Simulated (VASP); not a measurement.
Here is a VASP 6.6.1 calculation.

Contents of INCAR:

```
SYSTEM = BeS
PREC = Accurate
ENCUT = 520
EDIFF = 1E-7
ISMEAR = 0
SIGMA = 0.05
LREAL = .FALSE.
LASPH = .TRUE.
NELM = 80
ALGO = Normal
ISIF = 2
LWAVE = .FALSE.
LCHARG = .FALSE.
GGA = PS
NBANDS = 11
```

Contents of KPOINTS:

```
regular mesh
0
G
  10 10 10
  0 0 0
```

Contents of POSCAR:

```
BeS
1.0
    0.0000000000      2.4940659259      2.4940659259
    2.4940659259      0.0000000000      2.4940659259
    2.4940659259      2.4940659259      0.0000000000
Be S
1 1
Direct
    0.0000000000      0.0000000000      0.0000000000
    0.7500000000      0.7500000000      0.7500000000
```

Potentials or basis: VASP PAW PBE potentials, release 64 (Be, S).

Launch:

```sh
$ cat potpaw_PBE.64/Be/POTCAR potpaw_PBE.64/S/POTCAR > POTCAR
$ mpirun -np 1 vasp_std > vasp.out
```

Task: Predict the band gap on the k mesh.

Result: 3.10 eV, indirect (least direct gap 5.03 eV).

Task: What does it give for the pressure?

Result: -7.4 GPa.

Caveat: the PAW data sets were made with another functional, which shifts forces and pressure a little. A k mesh can miss the band edges.
